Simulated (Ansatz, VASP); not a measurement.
**Al3N in VASP and in Ansatz**

```
Al N
1.0
    -2.49324    2.49324    2.49324
     2.49324   -2.49324    2.49324
     2.49324    2.49324   -2.49324
Al N
3 1
Direct
  0.00000 0.50000 0.50000
  0.50000 0.00000 0.50000
  0.50000 0.50000 0.00000
  0.00000 0.00000 0.00000
```

Alike in both runs: functional PBE; k mesh 6 × 6 × 6; occupations gaussian, width 0.2 eV; no spin polarisation.

Ansatz relaxed the structure, and its values are those at the end. VASP's run is a single point on that final structure, the one shown.

|  | VASP | Ansatz |
| --- | --- | --- |
| version | VASP 6.6.1 | Ansatz 0.2.0 |
| potentials or method | VASP PAW PBE potentials, release 64 (Al, N), cutoff 600 eV | scalar-relativistic, plane waves, PAW |
| valence electrons in the cell | 14 | 14 |

```tsv
	VASP	Ansatz	Ansatz less VASP
gap on the k mesh at the Fermi level (eV)	none	none	-
pressure (GPa)	0.3	0.4	+0.10
```

A gap of «none» marks a metal or a gap that the smearing closes.
